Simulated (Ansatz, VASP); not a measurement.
One calculation of AlNi, two programs

```
Al Ni
1.0
     0.00000   -2.89272    0.00000
     0.00000    0.00000   -2.89272
    10.67817   -0.48212   -0.48212
Al Ni
3 3
Direct
  0.89841 0.89841 0.60953
  0.98871 0.98871 0.06773
  0.94356 0.94356 0.33863
  0.37584 0.37584 0.74498
  0.46614 0.46614 0.20318
  0.42099 0.42099 0.47408
```

Alike in both runs: task single point; functional PBE; k mesh 15 × 15 × 5; occupations gaussian, width 0.15 eV; no spin polarisation.

```csv
,VASP,Ansatz
version,VASP 6.6.1,Ansatz 0.2.0
potentials or method,"VASP PAW PBE potentials, release 64 (Al, Ni), cutoff 520 eV","scalar-relativistic, plane waves, PAW"
valence electrons in the cell,39,63
```

Ansatz gave:

| Property | Result |
| --- | --- |
| gap on the k mesh at the Fermi level (eV) | none |
| pressure (GPa) | -5.5 |
| traceless stress, the component that is largest in VASP (GPa) | -0.26 |
| rms of the force components (eV/Å) | 0.242 |

Q: Estimate VASP's values.

A: gap on the k mesh at the Fermi level (eV): none; pressure (GPa): -5.4; traceless stress, the component that is largest in VASP (GPa): -0.27; rms of the force components (eV/Å): 0.239.

Atom by atom the forces differ by 0.004 eV/Å (rms over components). A gap of «none» marks a metal or a gap that the smearing closes. VASP's potentials hold 39 valence electrons a cell and Ansatz's 63, so a difference there can come from the potentials and not from the codes.
